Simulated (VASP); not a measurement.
La:

```xyz
1
Lattice="-2.1238 2.1238 2.1238 2.1238 -2.1238 2.1238 2.1238 2.1238 -2.1238" Properties=species:S:1:pos:R:3 pbc="T T T"
La    0.0000    0.0000    0.0000
```

- Program: VASP 6.6.1
- Task: relaxation of cell and atoms
- Functional: LDA
- Potentials or basis: VASP PAW LDA potentials, release 64 (La)
- Cutoff: 600 eV
- k mesh: 11 × 11 × 11
- Occupations: methfessel-paxton, width 0.05 eV
- Spin: no spin polarisation

At the start: pressure -3.7 GPa; volume 38.32 Å³/atom.

**Question.** Where does the relaxation end?

**Answer.** Over 11 steps the energy falls by 70.0 meV/atom and the volume is 32.84 Å³/atom (-14.3 %); space group Im-3m (No. 229, to 0.05 Å).

The path:
| step | energy change (eV) | largest force (eV/Å) | pressure (GPa) | volume (Å³) |
| --- | --- | --- | --- | --- |
| 1 | 0.0000 | 0.0000 | -3.65 | 38.32 |
| 2 | -0.0679 | 0.0000 | 0.25 | 33.68 |
| 3 | -0.0672 | 0.0000 | -0.88 | 33.82 |
| 4 | -0.0682 | 0.0000 | -0.70 | 33.62 |
| 5 | -0.0693 | 0.0000 | 0.07 | 33.33 |
| 6 | -0.0692 | 0.0000 | -0.48 | 33.35 |
| 7 | -0.0692 | 0.0000 | -0.46 | 33.34 |
| 8 | -0.0695 | 0.0000 | -0.36 | 33.22 |
| 9 | -0.0698 | 0.0000 | -0.23 | 33.08 |
| 10 | -0.0700 | 0.0000 | 0.03 | 32.80 |
| 11 | -0.0700 | 0.0000 | -0.02 | 32.84 |

Final structure:
```
La
1.0
    -2.01734    2.01734    2.01734
     2.01734   -2.01734    2.01734
     2.01734    2.01734   -2.01734
La
1
Cartesian
  0.0000 0.0000 0.0000
```
